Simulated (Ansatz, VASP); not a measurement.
Sn: VASP beside Ansatz

INCAR

```
SYSTEM = Sn
PREC     = Accurate       ! precision mode
ENCUT    = 520            ! plane-wave cutoff, eV
EDIFF    = 1E-6           ! SCF threshold, eV
ISMEAR   = 0              ! smearing method
SIGMA    = 0.15           ! smearing width, eV
LREAL    = .False.        ! projectors in reciprocal space
LASPH    = .True.         ! aspherical terms in the spheres
NELM     = 60             ! most SCF steps
ALGO     = Fast           ! electronic algorithm
ISIF     = 2              ! what is computed and relaxed
LWAVE    = .False.        ! write WAVECAR
LCHARG   = .True.         ! write CHGCAR
GGA      = PS             ! functional
LELF     = .True.         ! ELF
LVHAR    = .True.       
NBANDS   = 21             ! bands
```

Contents of KPOINTS:

```
Automatic mesh
0
Gamma
  16 16 16
  0 0 0
```

Contents of POSCAR:

```
Sn
1.0
   -2.7049292189      2.7049292189      1.4713578298
    2.7049292189     -2.7049292189      1.4713578298
    2.7049292189      2.7049292189     -1.4713578298
Sn
2
Direct
    0.7500000000      0.2500000000      0.5000000000
    0.0000000000      0.0000000000      0.0000000000
```

Input for Ansatz:

```yaml
crystal:
  lattice:
    - [-2.7049292189, 2.7049292189, 1.4713578298]
    - [2.7049292189, -2.7049292189, 1.4713578298]
    - [2.7049292189, 2.7049292189, -1.4713578298]
  atoms:
    - { symbol: Sn, position: [0.75, 0.25, 0.5] }
    - { symbol: Sn, position: [0.0, 0.0, 0.0] }
basis:
  ecutwfc: 420
kpoints:
  mp_grid: { grid: [16, 16, 16] }
hamiltonian:
  xc: pbesol
scf:
  occupations: { method: gaussian, width: 0.15 }
output:
  forces: true
  stress: true
  eigenvalues: true
```

Change from the starting cell: strain -0.080 along x and y, -0.080 along z, atoms carried along.

Alike in both runs: task single point; functional PBEsol; k mesh 16 × 16 × 16; occupations gaussian, width 0.15 eV; no spin polarisation.

|  | VASP | Ansatz |
| --- | --- | --- |
| version | VASP 6.6.1 | Ansatz 0.2.0 |
| potentials or method | VASP PAW PBE potentials, release 64 (Sn_d), cutoff 520 eV | scalar-relativistic, plane waves, PAW |
| valence electrons in the cell | 28 | 28 |

```csv
,VASP,Ansatz,Ansatz less VASP
gap on the k mesh at the Fermi level (eV),none,none,-
pressure (GPa),21.3,21.3,0.00
"traceless stress, the component that is largest in VASP (GPa)",-1.20,-1.20,-0.002
```

VASP's potentials were made for PBE, not for PBEsol. A gap of «none» marks a metal or a gap that the smearing closes.
